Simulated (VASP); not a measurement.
Here is a VASP 6.6.1 calculation.

INCAR

```
ALGO     = Normal         # electronic algorithm
EDIFF    = 1E-6           # SCF threshold, eV
ENCUT    = 500            # plane-wave cutoff, eV
GGA_COMPAT= F            
ISIF     = 2              # what is computed and relaxed
ISMEAR   = -1             # smearing method
LASPH    = T              # aspherical terms in the spheres
LCHARG   = T              # write CHGCAR
LELF     = T              # ELF
LREAL    = F              # projectors in reciprocal space
LVHAR    = T            
LWAVE    = F              # write WAVECAR
NBANDS   = 17             # bands
NELM     = 120            # most SCF steps
PREC     = Accurate       # precision mode
SIGMA    = 0.05           # smearing width, eV
```

The input KPOINTS:

```
k-points
0
Gamma
  9 9 5
```

POSCAR

```
Pd
1.0
    2.6734069110      0.0000000000      0.0000000000
   -1.3367034555      2.3152382995      0.0000000000
    0.0000000000      0.0000000000      4.4959093773
Pd
2
Direct
    0.3333333333      0.6666666667      0.2500000000
    0.6666666667      0.3333333333      0.7500000000
```

Potentials or basis: VASP PAW LDA potentials, release 64 (Pd).

The run is started by

```bash
$ cat potpaw_LDA.64/Pd/POTCAR > POTCAR
$ mpirun -np 1 vasp_std > vasp.out
```

(1) Estimate the band gap on the k mesh.

(2) Estimate the pressure.

Answers

(1) zero (band 10 reaches 10.81 eV, above the bottom of band 11 at 10.04 eV).

(2) 5.4 GPa.
